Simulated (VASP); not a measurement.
Write the native input for VASP 6.6.1 that does the following.

- Task: electric field gradients
- Functional: LDA
- Potentials or basis: VASP PAW LDA potentials, release 64 (Ag)
- Cutoff: 520 eV
- k mesh: 14 × 14 × 4
- Occupations: fermi-dirac, width 0.08 eV
- Spin: no spin polarisation
- Dipole correction: no
- Further INCAR settings: ALGO = Normal; EDIFF = 1e-08; NBANDS = 30

The structure of Ag lies in POSCAR:

```
Ag
1.0
    2.8861989086     -0.0144309945     -0.0144309945
   -1.4555970622      2.5067370726     -0.0052821106
   -0.0500000000     -0.0500000000     10.0000000000
Ag
4
Direct
    0.3333333333      0.6666666667      0.2500000000
    0.6666666667      0.3333333333      0.7500000000
    0.0000000000      0.0000000000      0.0000000000
    0.0000000000      0.0000000000      0.5000000000
```

This cell differs from its parent crystal: equal xy, yz and zx shear strains of -1 %.

One way to write it, as run:

INCAR

```
PREC = Accurate
ENCUT = 520
EDIFF = 1E-8
ISMEAR = -1
SIGMA = 0.08
LREAL = False
LASPH = True
NELM = 100
ALGO = Normal
ISIF = 2
LWAVE = False
LCHARG = False
LEFG = True
NBANDS = 30
```

KPOINTS

```
Automatic mesh
0
Gamma
  14 14 4
```

Potentials or basis: VASP PAW LDA potentials, release 64 (Ag).

The run is started by

```bash
$ cat potpaw_LDA.64/Ag/POTCAR > POTCAR
$ mpirun -np 1 vasp_std > vasp.out
```

It gave:

The pressure is -11.0 GPa. The largest force is 0.003 eV/Å, the band gap on the k mesh is zero (bands 22 and 23 overlap by 6.07 eV) and the largest electric field gradient by atom is Ag +11.2, +10.1, +10.2 (each value once) V/Å².

Caveat: the cell differs from its parent crystal (equal xy, yz and zx shear strains of -1 %); the cell stands under tension; without QUAD_EFG the Cq values of the log hold for a quadrupole moment of 1 mb, not for the nuclei.

Wall time 12 min on 1 thread of Oxide Virtual Turin-like Processor, with other jobs on the host, peak memory 0.62 GiB.
